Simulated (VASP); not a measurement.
# HfC (Fm-3m) in VASP: settings compared, part 3 of 3

VASP 6.6.1. The steps go on from the part before.

### Step 5. Relaxation of cell and atoms, revPBE+D3(BJ)

Input file INCAR:

```
SYSTEM = HfC
  PREC = Accurate
  ENCUT = 600
  EDIFF = 1E-6
  ISMEAR = -1
  SIGMA = 0.05
  LREAL = .FALSE.
  LASPH = .TRUE.
  NELM = 60
  ALGO = Normal
  ISIF = 3
  LWAVE = .FALSE.
  LCHARG = .FALSE.
  GGA = RE
  IVDW = 12
  IBRION = 2
  NSW = 80
  EDIFFG = -0.005
```

Input file KPOINTS:

```
regular mesh
0
G
  10 10 10
  0 0 0
```

Input file POSCAR:

```
HfC
1.0
    0.0000000000      2.3250000000      2.3250000000
    2.3250000000      0.0000000000      2.3250000000
    2.3250000000      2.3250000000      0.0000000000
Hf C
1 1
Direct
    0.5000000000      0.5000000000      0.5000000000
    0.0000000000      0.0000000000      0.0000000000
```

On the command line:

```bash
cat potpaw_PBE.64/Hf_pv/POTCAR potpaw_PBE.64/C/POTCAR > POTCAR
mpirun -np 1 vasp_std > vasp.out
```

It took 75 s on 1 thread of Intel Xeon 8259CL, shared host; peak memory 0.19 GiB.

The run converged. Its results:

| Item | Value |
| --- | --- |
| Free energy | -21.6226 eV |
| Relaxed volume | 12.22 Å³/atom |
| Relaxed cell | a = 3.258 Å, b = 3.258 Å, c = 3.258 Å, α = 60.00°, β = 60.00°, γ = 60.00° |
| Space group after relaxing (to 0.1 Å) | Fm-3m (No. 225) |
| Energy gained by relaxing | 7.2 meV/atom |
| Ionic steps | 4 |
| Pressure after relaxing | 0.1 GPa |
| Band gap on the k mesh | zero (bands 7 and 8 overlap by 1.42 eV) |
| Dispersion energy per atom | -0.677 eV |

Step by step:
| step | energy change (eV) | largest force (eV/Å) | pressure (GPa) | volume (Å³) |
| --- | --- | --- | --- | --- |
| 1 | 0.0000 | 0.0000 | -6.56 | 25.14 |
| 2 | 0.0301 | 0.0000 | 13.09 | 23.31 |
| 3 | -0.0145 | 0.0000 | -0.13 | 24.46 |
| 4 | -0.0144 | 0.0000 | 0.06 | 24.44 |

Final structure:
```yaml
crystal:
  lattice:
    - [0.00000, 2.30344, 2.30344]
    - [2.30344, 0.00000, 2.30344]
    - [2.30344, 2.30344, 0.00000]
  atoms:
    - { symbol: Hf, position: [0.50000, 0.50000, 0.50000] }
    - { symbol: C, position: [0.00000, 0.00000, 0.00000] }
```

Levels at points of the mesh, in eV from the Fermi level:
```csv
k point,band 5,band 6,band 7,band 8,band 9,band 10
"(0.00, 0.00, 0.00)",0.99,0.99,0.99,1.40,1.40,1.40
"(0.50, 0.00, 0.00)",-6.29,-3.10,-3.10,5.48,5.48,5.97
"(0.50, 0.50, 0.00)",-2.60,-1.88,-0.10,-0.10,5.46,6.97
```

Caveat: the PAW data sets were made with another functional, which shifts forces and pressure a little; spin-orbit coupling is left out, which moves the levels of the heavy elements.

### Step 6. Single point, BLYP+D3(BJ)

This run uses another cell than the first one, of 12.36 Å³/atom.

Input file INCAR:

```
SYSTEM = HfC
PREC = Accurate ; ENCUT = 520
EDIFF = 1E-6 ; ISMEAR = -1
SIGMA = 0.05 ; LREAL = .False.
LASPH = .True. ; NELM = 60
ALGO = Normal ; ISIF = 2
LWAVE = .False. ; LCHARG = .False.
GGA = B5 ; ALDAX = 1.0
AGGAX = 1.0 ; AGGAC = 1.0
ALDAC = 0.0 ; IVDW = 12
VDW_S6 = 1.0 ; VDW_S8 = 2.6996
VDW_A1 = 0.4298 ; VDW_A2 = 4.2359
NBANDS = 14
```

Input file KPOINTS:

```
Automatic mesh
0
Gamma
  10 10 10
  0 0 0
```

Input file POSCAR:

```
HfC
1.0
    0.0000000000      2.3121627188      2.3121627188
    2.3121627188      0.0000000000      2.3121627188
    2.3121627188      2.3121627188      0.0000000000
Hf C
1 1
Direct
    0.5000000000      0.5000000000      0.5000000000
    0.0000000000      0.0000000000      0.0000000000
```

Potentials or basis: VASP PAW PBE potentials, release 64 (Hf_pv, C).

On the command line:

```bash
cat potpaw_PBE.64/Hf_pv/POTCAR potpaw_PBE.64/C/POTCAR > POTCAR
mpirun -np 1 vasp_std > vasp.out
```

OUTCAR:

```text
SYSTEM = HfC
   PREC = Accurate
   ENCUT = 520
   EDIFF = 1E-6
   ISMEAR = -1
   LREAL = .False.
   LASPH = .True.
   NELM = 60
   ISIF = 2
   GGA = B5
   IVDW = 12
 IVDW          = 12

 ion  position               nearest neighbor table
   1  0.500  0.500  0.500-   2 2.31   2 2.31   2 2.31   2 2.31   2 2.31   2 2.31
   2  0.000  0.000  0.000-   1 2.31   1 2.31   1 2.31   1 2.31   1 2.31   1 2.31

  LATTYP: Found a face centered cubic cell.
 ALAT       =     4.6243254376

  Lattice vectors:

 A1 = (   0.0000000000,   2.3121627188,   2.3121627188)
 A2 = (   2.3121627188,   0.0000000000,   2.3121627188)
 A3 = (   2.3121627188,   2.3121627188,   0.0000000000)

Analysis of symmetry for initial positions (statically):
=====================================================================
 Subroutine PRICEL returns:
 Original cell was already a primitive cell.

 Routine SETGRP: Setting up the symmetry group for a
 face centered cubic supercell.

 Subroutine GETGRP returns: Found 48 space group operations
 (whereof 48 operations were pure point group operations)
 out of a pool of 48 trial point group operations.

The static configuration has the point symmetry O_h .

Analysis of symmetry for dynamics (positions and initial velocities):
=====================================================================
 Subroutine PRICEL returns:
 Original cell was already a primitive cell.

 Routine SETGRP: Setting up the symmetry group for a
 face centered cubic supercell.

 Subroutine GETGRP returns: Found 48 space group operations
 (whereof 48 operations were pure point group operations)
 out of a pool of 48 trial point group operations.

The dynamic configuration has the point symmetry O_h .

 Subroutine INISYM returns: Found 48 space group operations
 (whereof 48 operations are pure point group operations),
 and found     1 'primitive' translations

----------------------------------------------------------------------------------------

                                     Primitive cell

  volume of cell :      24.7221

  direct lattice vectors                    reciprocal lattice vectors
     0.000000000  2.312162719  2.312162719    -0.216247756  0.216247756  0.216247756
     2.312162719  0.000000000  2.312162719     0.216247756 -0.216247756  0.216247756
     2.312162719  2.312162719  0.000000000     0.216247756  0.216247756 -0.216247756

  length of vectors
     3.269891875  3.269891875  3.269891875     0.374552101  0.374552101  0.374552101

  position of ions in fractional coordinates (direct lattice)
     0.500000000  0.500000000  0.500000000
     0.000000000  0.000000000  0.000000000

  ion indices of the primitive-cell ions
   primitive index   ion index
                 1           1
                 2           2

----------------------------------------------------------------------------------------

 KPOINTS: Automatic mesh

Automatic generation of k-mesh.
 Grid dimensions read from file:
 generate k-points for:   10   10   10

 Generating k-lattice:

  Cartesian coordinates                     Fractional coordinates (reciprocal lattice)
    -0.021624776  0.021624776  0.021624776     0.100000000  0.000000000  0.000000000
     0.021624776 -0.021624776  0.021624776     0.000000000  0.100000000  0.000000000
     0.021624776  0.021624776 -0.021624776     0.000000000  0.000000000  0.100000000
[... 40 lines left out ...]
   number of dos      NEDOS =    301   number of ions     NIONS =      2
   total plane-waves  NPLWV =  13824
   dimension x,y,z NGX =    24 NGY =   24 NGZ =   24
   dimension x,y,z NGXF=    48 NGYF=   48 NGZF=   48
   ions per type =               1   1
   NGX,Y,Z   is equivalent  to a cutoff of  12.20, 12.20, 12.20 a.u.
   NGXF,Y,Z  is equivalent  to a cutoff of  24.40, 24.40, 24.40 a.u.
 SYSTEM =  HfC
   PREC   = accura    normal or accurate (medium, high low for compatibility)
   ISTART =      0    job   : 0-new  1-cont  2-samecut
   ICHARG =      2    charge: 1-file 2-atom 10-const
   ISPIN  =      1    spin polarized calculation?
   LNONCOLLINEAR =      F non collinear calculations
   LSORBIT =      F    spin-orbit coupling
   LASPH  =      T    aspherical Exc in radial PAW
   ENCUT  =  520.0 eV  38.22 Ry    6.18 a.u.   6.08  6.08  6.08*2*pi/ulx,y,z
   NELM   =     60;   NELMIN=  2; NELMDL= -5     # of ELM steps
   EDIFF  = 0.1E-05   stopping-criterion for ELM
   LREAL  =      F    real-space projection
   EDIFFG = 0.1E-04   stopping-criterion for IOM
   NSW    =      0    number of steps for IOM
   IBRION =     -1    ionic relax: 0-MD 1-quasi-New 2-CG
   NFREE  =      0    steps in history (QN), initial steepest desc. (CG)
   ISIF   =      2    stress and relaxation
   ISYM   =      2    0-nonsym 1-usesym 2-fastsym
   POTIM  = 0.5000    time-step for ionic-motion
   TEBEG  =    0.0;   TEEND  =   0.0 temperature during run
   PSTRESS=    0.0 pullay stress
   NELECT =      14.0000    total number of electrons
   NUPDOWN=      -1.0000    fix difference up-down
   EMIN   =  10.00;   EMAX   =-10.00  energy-range for DOS
   EFERMI =   0.00;   METHOD = LEGACY
   ISMEAR =    -1;   SIGMA  =   0.05  broadening in eV -4-tet -1-fermi 0-gaus
   EFERMI_NEDOS =   21; number of points for ismear=-14 and -15
   IALGO  =     38    algorithm
   IMIX   =      4    mixing-type and parameters
     AMIX     =   0.40;   BMIX     =  1.00
     AMIX_MAG =   1.60;   BMIX_MAG =  1.00
  volume/ion in A,a.u.               =      12.36        83.42
  Fermi-wavevector in a.u.,A,eV,Ry     =   1.354428  2.559497 24.959534  1.834474
  Thomas-Fermi vector in A             =   2.481600
   LORBIT       =      0    0 simple, 1 ext, 2 COOP (PROOUT), +10 PAW based schemes
   GGA     = B5    functional components
   LHFCALC =     F    Hartree Fock is set to
   AEXX    =    0.0000 exact exchange contribution
   IVDW    =    12    specifies the selected vdW correction
   LEPSILON=     F    determine dielectric tensor
   LRPA    =     F    only Hartree local field effects (RPA)
 non-spin polarized calculation
  energy-cutoff  :      520.00
  volume of cell :       24.72
 maximum number of plane-waves:       678
   NGX = 13   NGY = 13   NGZ = 13

 number of electron      14.0000002 magnetization

 Free energy of the ion-electron system (eV)
  ---------------------------------------------------
  ext. energy  EPLUGINS =         0.00000000
  ---------------------------------------------------
  free energy    TOTEN  =       -19.09529258 eV

  energy without entropy =      -19.09273203  energy(sigma->0) =      -19.09401230

 E-fermi :   6.6212     XC(G=0): -11.6914

 val. band max:        6.6104231535   @ k =   0.2000   0.2000   0.0000
 cond. band min:       6.7318401365   @ k =   0.1000   0.1000   0.0000
 fundamental gap:      0.1214169830
 Fermi energy:         6.6211905930

 k-point     1 :       0.0000    0.0000    0.0000
  band No.  band energies     occupation
      1     -22.9155      2.00000
      2     -22.9155      2.00000
      3     -22.9155      2.00000
      4      -5.6699      2.00000
      5       7.5673      0.00000
      6       7.5673      0.00000
      7       7.5673      0.00000
      8       7.9775      0.00000
      9       7.9775      0.00000
     10       7.9775      0.00000
     11       9.9741      0.00000
     12       9.9741      0.00000
     13      13.8198      0.00000
     14      18.1562      0.00000
[... 377 lines left out ...]
      1     -23.4329      2.00000
      2     -23.1238      2.00000
      3     -23.1020      2.00000
      4      -3.6412      2.00000
      5       2.9629      2.00000
      6       4.8500      2.00000
      7       5.8864      2.00000
      8       6.8347      0.02755
      9      11.9496      0.00000
     10      12.9423      0.00000
     11      13.0717      0.00000
     12      15.1085      0.00000
     13      18.3873      0.00000
     14      19.5594      0.00000

 [... further k-points ...]

------------------------ aborting loop because EDIFF is reached ----------------------------------------

 Edisp (eV)   -1.72153

 E8    (eV) :    -1.3150

  FORCE on cell =-STRESS in cart. coord.  units (eV):
  Direction    XX          YY          ZZ          XY          YZ          ZX
  --------------------------------------------------------------------------------------
  -------------------------------------------------------------------------------------
  Total       0.02615     0.02615     0.02615     0.00000     0.00000     0.00000
  in kB       1.69500     1.69500     1.69500     0.00000     0.00000     0.00000
  external pressure =        1.69 kB  Pullay stress =        0.00 kB

 VOLUME and BASIS-vectors are now :
 -----------------------------------------------------------------------------
  energy-cutoff  :      520.00
  volume of cell :       24.72
      direct lattice vectors                 reciprocal lattice vectors
     0.000000000  2.312162719  2.312162719    -0.216247756  0.216247756  0.216247756
     2.312162719  0.000000000  2.312162719     0.216247756 -0.216247756  0.216247756
     2.312162719  2.312162719  0.000000000     0.216247756  0.216247756 -0.216247756

 POSITION                                       TOTAL-FORCE (eV/Angst)
 -----------------------------------------------------------------------------------
      2.31216      2.31216      2.31216        -0.000000     -0.000000     -0.000000
      0.00000      0.00000      0.00000         0.000000      0.000000      0.000000
 -----------------------------------------------------------------------------------
    total drift:                                0.000000     -0.000000      0.000000

  FREE ENERGIE OF THE ION-ELECTRON SYSTEM (eV)
  ---------------------------------------------------
  free  energy   TOTEN  =       -20.8168248138 eV

  energy  without entropy=      -20.8142642627  energy(sigma->0) =      -20.81554454
```

OSZICAR:

```text
N       E                     dE             d eps       ncg     rms          rms(c)
DAV:   1     0.249364363268E+02    0.24936E+02   -0.76829E+03  1316   0.977E+02
DAV:   2    -0.213653249310E+02   -0.46302E+02   -0.43133E+02  1726   0.200E+02
DAV:   3    -0.229639379641E+02   -0.15986E+01   -0.15938E+01  1544   0.270E+01
DAV:   4    -0.229710250920E+02   -0.70871E-02   -0.70868E-02  1568   0.224E+00
DAV:   5    -0.229710734040E+02   -0.48312E-04   -0.48311E-04  1602   0.164E-01    0.559E+01
DAV:   6    -0.191533832206E+02    0.38177E+01   -0.15593E+01  1472   0.208E+01    0.414E+01
DAV:   7    -0.191053368791E+02    0.48046E-01   -0.79939E-01  1640   0.590E+00    0.270E+01
DAV:   8    -0.191071866741E+02   -0.18498E-02   -0.12312E-01  1712   0.253E+00    0.886E+00
DAV:   9    -0.190955069785E+02    0.11680E-01   -0.42654E-02  1442   0.112E+00    0.201E+00
DAV:  10    -0.190952774714E+02    0.22951E-03   -0.17590E-03  1684   0.304E-01    0.342E-01
DAV:  11    -0.190952889085E+02   -0.11437E-04   -0.97468E-05  1492   0.821E-02    0.595E-02
DAV:  12    -0.190952927537E+02   -0.38452E-05   -0.45105E-06  1598   0.211E-02    0.366E-02
DAV:  13    -0.190952925780E+02    0.17563E-06   -0.37436E-07   874   0.530E-03
   1 F= -.20816825E+02 E0= -.20815545E+02  d E =-.256055E-02
```

stdout:

```text
POSCAR found type information on POSCAR HfC
 POSCAR found :  2 types and       2 ions
 scaLAPACK will be used
 -----------------------------------------------------------------------------
|                                                                             |
|                                                                             |
|     You enforced a specific xc type in the INCAR file but a different       |
|     I HOPE YOU KNOW WHAT YOU ARE DOING!                                     |
|                                                                             |
 -----------------------------------------------------------------------------

 LDA part: xc-table for (Slater(with rela. corr.)+VWN5), standard interpolation
 POSCAR, INCAR and KPOINTS ok, starting setup
 FFT: planning ... GRIDC
 FFT: planning ... GRID_SOFT
 FFT: planning ... GRID
 WAVECAR not read
 entering main loop
```

Run time: 12 s. Hardware: 1 thread of AMD EPYC 9R45 (Zen 5), shared host; peak memory 0.13 GiB.

What came out:

```
Free energy                : -20.8168 eV
Pressure                   : 0.2 GPa
Band gap on the k mesh     : zero (bands 7 and 8 overlap by 1.37 eV)
Dispersion energy per atom : -0.861 eV
```

Caveat: the PAW data sets were made with another functional, which shifts forces and pressure a little; spin-orbit coupling is left out, which moves the levels of the heavy elements.

### Step 7. The runs side by side

| task | level | cell | cutoff (eV) | smearing | gap on the mesh (eV) | pressure (GPa) | relaxed volume (Å³/atom) |
| --- | --- | --- | --- | --- | --- | --- | --- |
| single point | BLYP | a = 3.288 Å, angles 60.0°, 2 atoms | 520 | fermi-dirac 0.05 eV | none | 7.6 | - |
| single point | PBE | a = 3.288 Å, angles 60.0°, 2 atoms | 520 | gaussian 0.024 eV | none | -0.5 | - |
| relaxation of cell and atoms | PBE | relaxed from a = 3.288 Å, angles 60.0°, 2 atoms | 600 | fermi-dirac 0.05 eV | none | 0.0 | 12.54 |
| relaxation of cell and atoms | revPBE+D3(BJ) | relaxed from a = 3.288 Å, angles 60.0°, 2 atoms | 600 | fermi-dirac 0.05 eV | none | 0.1 | 12.22 |
| single point | BLYP+D3(BJ) | a = 3.270 Å, angles 60.0°, 2 atoms | 520 | fermi-dirac 0.05 eV | none | 0.2 | - |

Alike in all rows: potentials or basis VASP PAW PBE potentials, release 64 (Hf_pv, C); no spin polarisation; k mesh 10 × 10 × 10.

Caveats: spin-orbit coupling is left out, which moves the levels of the heavy elements; the PAW data sets were made with another functional, which shifts forces and pressure a little (at least some runs); the cell stands under pressure (at least some runs).

Absolute energies hang on the potentials; compare differences alone.
